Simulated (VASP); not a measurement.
A run of VASP 6.6.1:

INCAR

```
PREC = Accurate ; ENCUT = 520
EDIFF = 1E-6 ; ISMEAR = 0
SIGMA = 0.1 ; LREAL = False
LASPH = True ; NELM = 150
ALGO = Normal ; ISIF = 2
LWAVE = False ; LCHARG = True
ISPIN = 2 ; MAGMOM = 1.6 0.32
LORBIT = 11 ; LMAXMIX = 4
GGA = PE ; LELF = True
LVHAR = True ; NBANDS = 19
```

File KPOINTS:

```
Automatic mesh
0
Gamma
  18 18 18
```

Contents of POSCAR:

```
NiO
1.0
    0.0000000000      2.1495234297      2.1495234297
    2.1495234297      0.0000000000      2.1495234297
    2.1495234297      2.1495234297      0.0000000000
Ni O
1 1
Direct
    0.0000000000      0.0000000000      0.0000000000
    0.5000000000      0.5000000000      0.5000000000
```

Potentials or basis: VASP PAW PBE potentials, release 64 (Ni, O).

Launch:

```sh
$ cat potpaw_PBE.64/Ni/POTCAR potpaw_PBE.64/O/POTCAR > POTCAR
$ mpirun -np 1 vasp_std > vasp.out
```

Hardware: 1 thread of Intel(R) Xeon(R) 6975P-C (Granite Rapids), on a shared host.

Task: How long does it take, and how much memory?

Result: Run time: 52 s on 1 thread of Intel(R) Xeon(R) 6975P-C (Granite Rapids) (shared host), peak memory 0.23 GiB. Counts: scf iterations 16, k points 195.
